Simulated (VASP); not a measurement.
# Se (P6_3/mmc) in VASP: a series of runs

The runs below take Se through single point, with PBE.

Everything below comes from runs of VASP 6.6.1. Logs are shortened: lines on timing, memory, paths and dates and some standing lists are left out, and cuts for length are marked.

### Step 1. The cell of the first run

Symmetry: P6_3/mmc, No. 194, hexagonal system. The conventional cell has a = 2.791 Å, b = 2.791 Å, c = 3.968 Å, α = 90.00°, β = 90.00°, γ = 120.00°. Se (site symmetry -6m2) has 12 Se at 2.56 to 2.79 Å within 3.4 Å.

### Step 2. Single point, PBE (volume scaled by 0.6)

File INCAR:

```
ALGO = Normal
EDIFF = 1E-6
ENCUT = 520
GGA = PE
ISIF = 2
ISMEAR = -1
LASPH = True
LCHARG = False
LREAL = False
LWAVE = False
NBANDS = 13
NELM = 80
PREC = Accurate
SIGMA = 0.08
```

File KPOINTS:

```
k-points
0
Gamma
  14 14 8
```

File POSCAR:

```
Se
1.0
    2.7913673584      0.0000000000      0.0000000000
   -1.3956836792      2.4173950437      0.0000000000
    0.0000000000      0.0000000000      3.9679634398
Se
2
Direct
    0.3333333333      0.6666666667      0.2500000000
    0.6666666667      0.3333333333      0.7500000000
```

Potentials or basis: VASP PAW PBE potentials, release 64 (Se).

Launch:

```bash
$ cat potpaw_PBE.64/Se/POTCAR > POTCAR
$ mpirun -np 1 vasp_std > vasp.out
```

OUTCAR:

```text
EDIFF = 1E-6
   ENCUT = 520
   GGA = PE
   ISIF = 2
   ISMEAR = -1
   LASPH = True
   LREAL = False
   NELM = 80
   PREC = Accurate

 ion  position               nearest neighbor table
   1  0.333  0.667  0.250-   2 2.56   2 2.56   2 2.56   2 2.56   2 2.56   2 2.56
   2  0.667  0.333  0.750-   1 2.56   1 2.56   1 2.56   1 2.56   1 2.56   1 2.56

  LATTYP: Found a hexagonal cell.
 ALAT       =     2.7913673584
 C/A-ratio  =     1.4215124455

  Lattice vectors:

 A1 = (   2.7913673584,   0.0000000000,   0.0000000000)
 A2 = (  -1.3956836792,   2.4173950437,   0.0000000000)
 A3 = (   0.0000000000,   0.0000000000,   3.9679634398)

Analysis of symmetry for initial positions (statically):
=====================================================================
 Subroutine PRICEL returns:
 Original cell was already a primitive cell.

 Routine SETGRP: Setting up the symmetry group for a
 hexagonal supercell.

 Subroutine GETGRP returns: Found 24 space group operations
 (whereof 12 operations were pure point group operations)
 out of a pool of 24 trial point group operations.

The static configuration has the point symmetry D_3d.
 The point group associated with its full space group is D_6h.

Analysis of symmetry for dynamics (positions and initial velocities):
=====================================================================
 Subroutine PRICEL returns:
 Original cell was already a primitive cell.

 Routine SETGRP: Setting up the symmetry group for a
 hexagonal supercell.

 Subroutine GETGRP returns: Found 24 space group operations
 (whereof 12 operations were pure point group operations)
 out of a pool of 24 trial point group operations.

The dynamic configuration has the point symmetry D_3d.
 The point group associated with its full space group is D_6h.

 Subroutine INISYM returns: Found 24 space group operations
 (whereof 12 operations are pure point group operations),
 and found     1 'primitive' translations

----------------------------------------------------------------------------------------

                                     Primitive cell

  volume of cell :      26.7752

  direct lattice vectors                    reciprocal lattice vectors
     2.791367358  0.000000000  0.000000000     0.358247365  0.206834212  0.000000000
    -1.395683679  2.417395044  0.000000000     0.000000000  0.413668425  0.000000000
     0.000000000  0.000000000  3.967963440     0.000000000  0.000000000  0.252018451

  length of vectors
     2.791367358  2.791367358  3.967963440     0.413668425  0.413668425  0.252018451

  position of ions in fractional coordinates (direct lattice)
     0.333333333  0.666666667  0.250000000
     0.666666667  0.333333333  0.750000000

  ion indices of the primitive-cell ions
   primitive index   ion index
                 1           1
                 2           2

----------------------------------------------------------------------------------------

 KPOINTS: k-points

Automatic generation of k-mesh.
 Grid dimensions read from file:
 generate k-points for:   14   14    8

 Generating k-lattice:

  Cartesian coordinates                     Fractional coordinates (reciprocal lattice)
     0.025589097  0.014773872  0.000000000     0.071428571  0.000000000  0.000000000
     0.000000000  0.029547745  0.000000000     0.000000000  0.071428571  0.000000000
     0.000000000  0.000000000  0.031502306     0.000000000  0.000000000  0.125000000

  Length of vectors
     0.029547745  0.029547745  0.031502306

  Shift w.r.t. Gamma in fractional coordinates (k-lattice)
     0.000000000  0.000000000  0.000000000

 Subroutine IBZKPT returns following result:
 ===========================================

 Found    120 irreducible k-points:

 Following reciprocal coordinates:
            Coordinates               Weight
  0.000000  0.000000  0.000000      1.000000
  0.071429  0.000000  0.000000      6.000000
  0.142857  0.000000  0.000000      6.000000
  0.214286  0.000000  0.000000      6.000000
  0.285714 -0.000000  0.000000      6.000000
  0.357143  0.000000  0.000000      6.000000
[... 16 lines left out ...]
  0.285714  0.285714  0.000000      6.000000
  0.357143  0.285714  0.000000      6.000000
 [... further k-points ...]
   k-points           NKPTS =    120   k-points in BZ     NKDIM =    120   number of bands    NBANDS=     13
   number of dos      NEDOS =    301   number of ions     NIONS =      2
   total plane-waves  NPLWV =  17280
   dimension x,y,z NGX =    24 NGY =   24 NGZ =   30
   dimension x,y,z NGXF=    48 NGYF=   48 NGZF=   60
   ions per type =               2
   NGX,Y,Z   is equivalent  to a cutoff of  14.29, 14.29, 12.57 a.u.
   NGXF,Y,Z  is equivalent  to a cutoff of  28.59, 28.59, 25.14 a.u.
 SYSTEM =  unknown system
   PREC   = accura    normal or accurate (medium, high low for compatibility)
   ISTART =      0    job   : 0-new  1-cont  2-samecut
   ICHARG =      2    charge: 1-file 2-atom 10-const
   ISPIN  =      1    spin polarized calculation?
   LNONCOLLINEAR =      F non collinear calculations
   LSORBIT =      F    spin-orbit coupling
   LASPH  =      T    aspherical Exc in radial PAW
   ENCUT  =  520.0 eV  38.22 Ry    6.18 a.u.   5.19  5.19  7.38*2*pi/ulx,y,z
   NELM   =     80;   NELMIN=  2; NELMDL= -5     # of ELM steps
   EDIFF  = 0.1E-05   stopping-criterion for ELM
   LREAL  =      F    real-space projection
   EDIFFG = 0.1E-04   stopping-criterion for IOM
   NSW    =      0    number of steps for IOM
   IBRION =     -1    ionic relax: 0-MD 1-quasi-New 2-CG
   NFREE  =      0    steps in history (QN), initial steepest desc. (CG)
   ISIF   =      2    stress and relaxation
   ISYM   =      2    0-nonsym 1-usesym 2-fastsym
   POTIM  = 0.5000    time-step for ionic-motion
   TEBEG  =    0.0;   TEEND  =   0.0 temperature during run
   PSTRESS=    0.0 pullay stress
   NELECT =      12.0000    total number of electrons
   NUPDOWN=      -1.0000    fix difference up-down
   EMIN   =  10.00;   EMAX   =-10.00  energy-range for DOS
   EFERMI =   0.00;   METHOD = LEGACY
   ISMEAR =    -1;   SIGMA  =   0.08  broadening in eV -4-tet -1-fermi 0-gaus
   EFERMI_NEDOS =   21; number of points for ismear=-14 and -15
   IALGO  =     38    algorithm
   IMIX   =      4    mixing-type and parameters
     AMIX     =   0.40;   BMIX     =  1.00
     AMIX_MAG =   1.60;   BMIX_MAG =  1.00
  volume/ion in A,a.u.               =      13.39        90.34
  Fermi-wavevector in a.u.,A,eV,Ry     =   1.252827  2.367500 21.355376  1.569576
  Thomas-Fermi vector in A             =   2.386709
   LORBIT       =      0    0 simple, 1 ext, 2 COOP (PROOUT), +10 PAW based schemes
   GGA     = PE    functional components
   LHFCALC =     F    Hartree Fock is set to
   AEXX    =    0.0000 exact exchange contribution
   IVDW    =     0    specifies the selected vdW correction
   LEPSILON=     F    determine dielectric tensor
   LRPA    =     F    only Hartree local field effects (RPA)
 non-spin polarized calculation
  energy-cutoff  :      520.00
  volume of cell :       26.78
 maximum number of plane-waves:       742
 NGX is ok and might be reduce to    24
   NGX = 11   NGY = 11   NGZ = 15

 number of electron      11.9999998 magnetization

 Free energy of the ion-electron system (eV)
  ---------------------------------------------------
  ext. energy  EPLUGINS =         0.00000000
  ---------------------------------------------------
  free energy    TOTEN  =        -3.42912333 eV

  energy without entropy =       -3.41378600  energy(sigma->0) =       -3.42145467

 E-fermi :  11.6389     XC(G=0): -12.5936

 val. band max:       11.6258988291   @ k =   0.2143   0.0000   0.3750
 cond. band min:      11.6456481189   @ k =   0.1429   0.0000   0.3750
 fundamental gap:      0.0197492898
 Fermi energy:        11.6388664104

 k-point     1 :       0.0000    0.0000    0.0000
  band No.  band energies     occupation
      1      -9.3632      2.00000
      2      -1.0447      2.00000
      3       1.1641      2.00000
      4      12.6284      0.00001
      5      12.6284      0.00001
      6      15.7114      0.00000
      7      15.7114      0.00000
      8      18.8712      0.00000
      9      19.3156      0.00000
     10      22.7943      0.00000
     11      23.6239      0.00000
     12      23.6239      0.00000
     13      26.3436      0.00000

 k-point     2 :       0.0714    0.0000    0.0000
  band No.  band energies     occupation
      1      -9.2389      2.00000
      2      -0.9468      2.00000
      3       1.2897      2.00000
      4      11.4605      1.80581
      5      12.1922      0.00198
      6      15.2829      0.00000
      7      15.9858      0.00000
      8      18.7911      0.00000
      9      19.6639      0.00000
     10      21.9907      0.00000
     11      23.5996      0.00000
     12      24.6551      0.00000
     13      25.7820      0.00000

 k-point     3 :       0.1429    0.0000    0.0000
  band No.  band energies     occupation
      1      -8.8672      2.00000
      2      -0.6655      2.00000
      3       1.6644      2.00000
      4       9.1977      2.00000
      5      11.3084      1.96837
      6      14.1087      0.00000
      7      16.3066      0.00000
      8      17.4164      0.00000
      9      19.4607      0.00000
     10      22.3446      0.00000
     11      24.0068      0.00000
     12      24.7756      0.00000
     13      24.7834      0.00000

 k-point     4 :       0.2143    0.0000    0.0000
  band No.  band energies     occupation
      1      -8.2520      2.00000
      2      -0.2563      2.00000
      3       2.2814      2.00000
      4       6.8452      2.00000
      5      10.4016      2.00000
      6      12.6013      0.00001
      7      15.5689      0.00000
      8      16.2578      0.00000
      9      17.7809      0.00000
     10      23.5423      0.00000
     11      23.8274      0.00000
     12      24.1088      0.00000
     13      25.2515      0.00000

 k-point     5 :       0.2857   -0.0000    0.0000
  band No.  band energies     occupation
      1      -7.4029      2.00000
      2       0.0865      2.00000
      3       3.1258      2.00000
      4       4.8615      2.00000
      5       9.6283      2.00000
      6      10.9366      1.99969
      7      13.5603      0.00000
      8      15.9548      0.00000
      9      16.3457      0.00000
     10      22.5481      0.00000
     11      23.0560      0.00000
     12      24.0835      0.00000
     13      27.2174      0.00000
[... 257 lines left out ...]
 k-point    22 :       0.3571    0.2143    0.0000
  band No.  band energies     occupation
      1      -3.8539      2.00000
      2      -1.6690      2.00000
      3       3.3669      2.00000
      4       6.4562      2.00000
      5       6.5485      2.00000
      6       8.0380      2.00000
      7       9.1857      2.00000
      8      11.4280      1.86626
      9      16.0804      0.00000
     10      20.6311      0.00000
     11      26.6126      0.00000
     12      28.8902      0.00000
     13      29.1356      0.00000

 k-point    23 :       0.2857    0.2857    0.0000
  band No.  band energies     occupation
      1      -3.8426      2.00000
      2      -1.3751      2.00000
      3       2.8810      2.00000
      4       6.2721      2.00000
      5       6.6122      2.00000
      6       8.8657      2.00000
      7       9.3136      2.00000
      8      10.3581      2.00000
      9      15.5364      0.00000
     10      23.3399      0.00000
     11      24.1164      0.00000
     12      29.5641      0.00000
     13      30.6957      0.00000

 k-point    24 :       0.3571    0.2857    0.0000
  band No.  band energies     occupation
      1      -2.9838      2.00000
      2      -2.0988      2.00000
      3       2.4808      2.00000
      4       7.2631      2.00000
      5       7.4368      2.00000
      6       7.8947      2.00000
      7       8.4940      2.00000
      8       9.9407      2.00000
      9      15.1787      0.00000
     10      23.5757      0.00000
     11      26.6799      0.00000
     12      26.8101      0.00000
     13      31.3337      0.00000

 [... further k-points ...]
[... 5 lines left out ...]
  --------------------------------------------------------------------------------------
  -------------------------------------------------------------------------------------
  Total       13.1725885     13.1725885     13.2509740      0.0000000      0.0000000      0.0000000
  in kB      788.2235788    788.2235788    792.9140270      0.0000000      0.0000000      0.0000000
  external PRESSURE =     789.7870615 kB  Pullay stress =       0.0000000 kB

 VOLUME and BASIS-vectors are now :
 -----------------------------------------------------------------------------
  energy-cutoff  :      520.00
  volume of cell :       26.78
      direct lattice vectors                 reciprocal lattice vectors
     2.791367358  0.000000000  0.000000000     0.358247365  0.206834212  0.000000000
    -1.395683679  2.417395044  0.000000000     0.000000000  0.413668425  0.000000000
     0.000000000  0.000000000  3.967963440     0.000000000  0.000000000  0.252018451

 POSITION                                       TOTAL-FORCE (eV/Angst)
 -----------------------------------------------------------------------------------
     -0.00000      1.61160      0.99199         0.000000     -0.000000      0.000000
      1.39568      0.80580      2.97597        -0.000000      0.000000      0.000000
 -----------------------------------------------------------------------------------
    total drift:                                0.000000     -0.000000      0.000000

  FREE ENERGIE OF THE ION-ELECTRON SYSTEM (eV)
  ---------------------------------------------------
  free  energy   TOTEN  =        -3.4291233326 eV

  energy  without entropy=       -3.4137859974  energy(sigma->0) =       -3.42145467
```

Wall time 22 s (1 thread of AMD EPYC 9R14 (Zen 4), shared host); peak memory 0.14 GiB.

Results:

- Free energy: -3.4291 eV
- Pressure: 79.0 GPa
- Band gap on the k mesh: zero (band 6 reaches 15.71 eV, above the bottom of band 7 at 8.49 eV)

Caveat: the cell differs from its parent crystal (volume scaled by 0.6).

### Step 3. Single point, PBE (volume scaled by 0.6)

File INCAR:

```
SYSTEM = Se
ALGO = Normal ; EDIFF = 1E-6
ENCUT = 520 ; GGA = PE
ISIF = 2 ; ISMEAR = -1
LASPH = .True. ; LCHARG = .True.
LELF = .True. ; LREAL = .False.
LVHAR = .True. ; LWAVE = .False.
NBANDS = 13 ; NELM = 80
PREC = Accurate ; SIGMA = 0.08
```

File KPOINTS:

```
k-points
0
Gamma
  14 14 8
  0 0 0
```

POSCAR is that of step 2.

Potentials or basis: VASP PAW PBE potentials, release 64 (Se).

Launch:

```bash
$ cat potpaw_PBE.64/Se/POTCAR > POTCAR
$ mpirun -np 1 vasp_std > vasp.out
```

Run time: 23 s. Hardware: 1 thread of AMD EPYC 9R14 (Zen 4), shared host; peak memory 0.14 GiB.

Results (log left out):

- Free energy: -3.4291 eV
- Pressure: 79.0 GPa
- Band gap on the k mesh: zero (band 6 reaches 15.71 eV, above the bottom of band 7 at 8.49 eV)

Stress tensor (GPa, compression positive):
```
78.82  0.00  0.00
 0.00 78.82  0.00
 0.00  0.00 79.29
```

Levels at points of the mesh, in eV from the Fermi level:
```
           k point  band 3  band 4  band 5  band 6  band 7  band 8  band 9  band 10
(0.00, 0.00, 0.00)  -10.47    0.99    0.99    4.07    4.07    7.23    7.68    11.16
(0.50, 0.00, 0.00)   -6.91   -5.74   -4.80   -3.06   -2.55    2.95    3.65     9.65
(0.00, 0.00, 0.50)   -0.54   -0.54    2.61    2.61    2.61    2.61    9.53     9.53
(0.50, 0.00, 0.50)  -10.26  -10.26   -0.78   -0.78    1.62    1.62    7.12     7.12
```

Caveat: the cell differs from its parent crystal (volume scaled by 0.6).

### Step 4. Single point, PBE (volume scaled by 0.68)

File INCAR:

```
PREC = Accurate
ENCUT = 520
EDIFF = 1E-6
ISMEAR = -1
SIGMA = 0.08
LREAL = F
LASPH = T
NELM = 80
ALGO = Normal
ISIF = 2
LWAVE = F
LCHARG = F
GGA = PE
NBANDS = 13
```

File KPOINTS:

```
regular mesh
0
Gamma
  14 14 8
```

File POSCAR:

```
Se
1.0
    2.9965969123      0.0000000000      0.0000000000
   -1.4982984562      2.5951290510      0.0000000000
    0.0000000000      0.0000000000      3.9021383230
Se
2
Direct
    0.3333333333      0.6666666667      0.2500000000
    0.6666666667      0.3333333333      0.7500000000
```

Launch:

```bash
$ cat potpaw_PBE.64/Se/POTCAR > POTCAR
$ mpirun -np 1 vasp_std > vasp.out
```

Run time: 20 s. Hardware: 1 thread of AMD EPYC 9R14 (Zen 4), shared host; peak memory 0.14 GiB.

It converged, with:

| Quantity | Value |
| --- | --- |
| Free energy | -4.7776 eV |
| Pressure | 45.7 GPa |
| Band gap on the k mesh | zero (band 6 reaches 12.41 eV, above the bottom of band 7 at 6.92 eV) |

Stress tensor (GPa, compression positive):
```
45.67  0.00  0.00
 0.00 45.67  0.00
 0.00  0.00 45.84
```

Levels at points of the mesh, in eV from the Fermi level:
| k point | band 2 | band 3 | band 4 | band 5 | band 6 | band 7 | band 8 | band 9 | band 10 | band 11 |
| --- | --- | --- | --- | --- | --- | --- | --- | --- | --- | --- |
| (0.00, 0.00, 0.00) | -11.18 | -8.73 | -0.40 | -0.40 | 2.82 | 2.82 | 5.48 | 6.59 | 10.03 | 11.28 |
| (0.50, 0.00, 0.00) | -13.28 | -5.98 | -4.89 | -3.55 | -3.24 | -1.86 | 3.01 | 3.32 | 9.55 | 10.00 |
| (0.00, 0.00, 0.50) | -17.06 | 0.32 | 0.32 | 1.29 | 1.29 | 1.29 | 1.29 | 8.70 | 8.70 | 9.65 |
| (0.50, 0.00, 0.50) | -13.76 | -9.03 | -9.03 | -1.22 | -1.22 | 1.56 | 1.56 | 8.04 | 8.04 | 11.59 |

Caveat: the cell differs from its parent crystal (volume scaled by 0.68).

### Step 5. Single point, PBE

This run uses another cell than the first one, of 16.96 Å³/atom, 1.267 times its volume.

File INCAR:

```
SYSTEM = Se
PREC = Accurate ; ENCUT = 520
EDIFF = 1E-6 ; ISMEAR = -1
SIGMA = 0.08 ; LREAL = .FALSE.
LASPH = .TRUE. ; NELM = 60
ALGO = Normal ; ISIF = 2
LWAVE = .FALSE. ; LCHARG = .TRUE.
GGA = PE ; LELF = .TRUE.
LVHAR = .TRUE. ; NBANDS = 13
```

File KPOINTS:

```
Automatic mesh
0
G
  14 14 8
  0 0 0
```

File POSCAR:

```
Se
1.0
    3.2032695993      0.0000000000      0.0000000000
   -1.6016347997      2.7741128481      0.0000000000
    0.0000000000      0.0000000000      3.8166032083
Se
2
Direct
    0.3333333333      0.6666666667      0.2500000000
    0.6666666667      0.3333333333      0.7500000000
```

Launch:

```bash
$ cat potpaw_PBE.64/Se/POTCAR > POTCAR
$ mpirun -np 1 vasp_std > vasp.out
```

It took 20 s on 1 thread of AMD EPYC 9R14 (Zen 4), shared host; peak memory 0.14 GiB.

It converged, with:

| Quantity | Value |
| --- | --- |
| Free energy | -5.5806 eV |
| Pressure | 26.8 GPa |
| Band gap on the k mesh | zero (band 6 reaches 9.90 eV, above the bottom of band 7 at 6.06 eV) |

Levels at points of the mesh, in eV from the Fermi level:
| k point | band 3 | band 4 | band 5 | band 6 | band 7 | band 8 | band 9 | band 10 |
| --- | --- | --- | --- | --- | --- | --- | --- | --- |
| (0.00, 0.00, 0.00) | -7.43 | -1.61 | -1.61 | 1.75 | 1.75 | 4.20 | 5.34 | 8.76 |
| (0.50, 0.00, 0.00) | -5.41 | -4.29 | -4.12 | -2.16 | -1.49 | 2.94 | 3.04 | 9.48 |
| (0.00, 0.00, 0.50) | 0.07 | 0.07 | 0.16 | 0.16 | 0.16 | 0.16 | 8.69 | 8.69 |
| (0.50, 0.00, 0.50) | -8.28 | -8.28 | -1.72 | -1.72 | 1.28 | 1.28 | 8.73 | 8.73 |

### Step 6. Overview

```csv
cell,gap on the mesh (eV),pressure (GPa)
"a = 2.791, b = 2.791, c = 3.968 Å, angles 90.0, 90.0, 120.0°, 2 atoms",none,79.0
"a = 2.997, b = 2.997, c = 3.902 Å, angles 90.0, 90.0, 120.0°, 2 atoms",none,45.7
"a = 3.203, b = 3.203, c = 3.817 Å, angles 90.0, 90.0, 120.0°, 2 atoms",none,26.8
```

Alike in all rows: task single point; level PBE; potentials or basis VASP PAW PBE potentials, release 64 (Se); no spin polarisation; k mesh 14 × 14 × 8; cutoff (eV) 520; smearing fermi-dirac 0.08 eV.

Absolute energies hang on the potentials; compare differences alone.
